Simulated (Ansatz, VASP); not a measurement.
# Si2IrPd2 in VASP and in Ansatz

```
CELL_PARAMETERS angstrom
3.79057 0.00000 0.00000
0.00000 3.79057 0.00000
0.00000 0.00000 5.37379
ATOMIC_POSITIONS crystal
Si 0.00000 0.50000 0.50000
Si 0.50000 0.00000 0.50000
Pd 0.00000 0.00000 0.76503
Pd 0.00000 0.00000 0.23497
Ir 0.50000 0.50000 0.00000
```

Alike in both runs: functional PBE; k mesh 4 × 4 × 4; occupations gaussian, width 0.1 eV; no spin polarisation.

Ansatz relaxed the structure, and its values are those at the end. VASP's run is a single point on that final structure, the one shown.

|  | VASP | Ansatz |
| --- | --- | --- |
| version | VASP 6.6.1 | Ansatz 0.2.0 |
| potentials or method | VASP PAW PBE potentials, release 64 (Si, Pd, Ir), cutoff 500 eV | scalar-relativistic, plane waves, PAW |
| valence electrons in the cell | 37 | 61 |

```tsv
	VASP	Ansatz	Ansatz less VASP
gap on the k mesh at the Fermi level (eV)	none	none	-
pressure (GPa)	0.2	0.1	-0.14
rms of the force components (eV/Å)	0.030	0.001	-0.0283
```

A gap of «none» marks a metal or a gap that the smearing closes. VASP's potentials hold 37 valence electrons a cell and Ansatz's 61, so a difference there can come from the potentials and not from the codes.

The k mesh is coarse, so the values compare programs but aren't converged. Spin-orbit coupling is off throughout.
